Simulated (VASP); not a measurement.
Sc2GaN, 8 atoms in the cell. The structure is tetragonal, space group P4/nmm (No. 129). Conventional cell: a = 4.258 Å, b = 4.258 Å, c = 8.970 Å, α = 90.00°, β = 90.00°, γ = 90.00°. Sc (site symmetry 2mm) has 2 N at 2.17 Å and 1 Ga at 2.84 Å within 2.9 Å. Within 3.7 Å of Ga (site symmetry -4m2) lie 2 Sc at 2.84 Å and 4 Ga at 3.01 Å. N (site symmetry 4mm) has 4 Sc at 2.17 Å within 2.9 Å. 

- Program: VASP 6.6.1
- Task: single point
- Functional: PBE
- Potentials or basis: VASP PAW PBE potentials, release 64 (Sc_sv, Ga_d, N)
- Cutoff: 520 eV
- k mesh: 4 × 4 × 2
- Occupations: gaussian, width 0.1 eV
- Spin: no spin polarisation
- Dipole correction: no
- Further INCAR settings: ALGO = Normal; EDIFF = 1e-06; NBANDS = 50

Potentials or basis: VASP PAW PBE potentials, release 64 (Sc_sv, Ga_d, N).

Launch:

```bash
$ cat potpaw_PBE.64/Sc_sv/POTCAR potpaw_PBE.64/Ga_d/POTCAR potpaw_PBE.64/N/POTCAR > POTCAR
$ mpirun -np 1 vasp_std > vasp.out
```

Hardware: 1 thread of AMD EPYC 7R13 Processor (Zen 3), on a shared host.

**Question.** Estimate the wall time of this run.

**Answer.** It took 2.3 min on 1 thread of AMD EPYC 7R13 Processor (Zen 3), on a shared host, peak memory 0.26 GiB. Counts: scf iterations 15, k points 12.
